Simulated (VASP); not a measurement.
## Rh: single point with PBE

Rh:

```xyz
5
Lattice="2.2808 -3.4042 0.0000 2.2808 3.4042 0.0000 0.0000 0.0000 5.1563" Properties=species:S:1:pos:R:3 pbc="T T T"
Rh    1.1404   -1.7021    1.2891
Rh    1.1404    1.7021    3.8672
Rh    1.1404    1.7021    1.2891
Rh    1.1404   -1.7021    3.8672
Rh    0.0000    0.0000    0.0000
```

```
Program                : VASP 6.6.1
Task                   : single point
Functional             : PBE
Potentials or basis    : VASP PAW PBE potentials, release 64 (Rh_pv)
Cutoff                 : 520 eV
k mesh                 : 6 × 6 × 4
Occupations            : gaussian, width 0.1 eV
Spin                   : no spin polarisation
Dipole correction      : no
Further INCAR settings : ALGO = Fast; EDIFF = 1e-06; NBANDS = 46
```

The pressure is 39.1 GPa. The largest force is 2.385 eV/Å and the band gap on the k mesh is zero (an odd number of electrons rules out a gap without spin polarisation).

Forces on the atoms (eV/Å):
```
Rh   0.000  0.000  2.385
Rh   0.000  0.000 -2.385
Rh   0.000  0.000  2.385
Rh   0.000  0.000 -2.385
Rh   0.000  0.000  0.000
```

Stress tensor (GPa, compression positive):
```
60.38  0.00  0.00
 0.00 30.72  0.00
 0.00  0.00 26.26
```

Levels at points of the mesh, in eV from the Fermi level:
```csv
k point,band 35,band 36,band 37,band 38,band 39,band 40
"(0.00, 0.00, 0.00)",0.42,0.45,0.53,0.58,1.13,1.58
"(0.50, 0.00, 0.00)",-1.31,-0.85,-0.84,-0.56,-0.56,0.03
"(0.50, 0.50, 0.00)",-0.29,0.13,0.16,0.93,0.97,1.07
"(0.00, 0.00, 0.50)",-0.94,-0.09,0.19,0.32,0.36,0.57
"(0.50, 0.00, 0.50)",-1.81,-1.39,-1.04,-0.36,-0.11,-0.10
"(0.50, 0.50, 0.50)",0.05,0.05,0.07,0.26,0.30,1.09
```

Wall time 100 s on 1 thread of Intel(R) Xeon(R) Platinum 8488C (Sapphire Rapids), on a shared host, peak memory 0.24 GiB.

Caveat: the stress differs along the axes, from 26 to 60 GPa; forces of over 1 eV/Å act on the atoms, so gaps and moduli don't describe the material at rest.
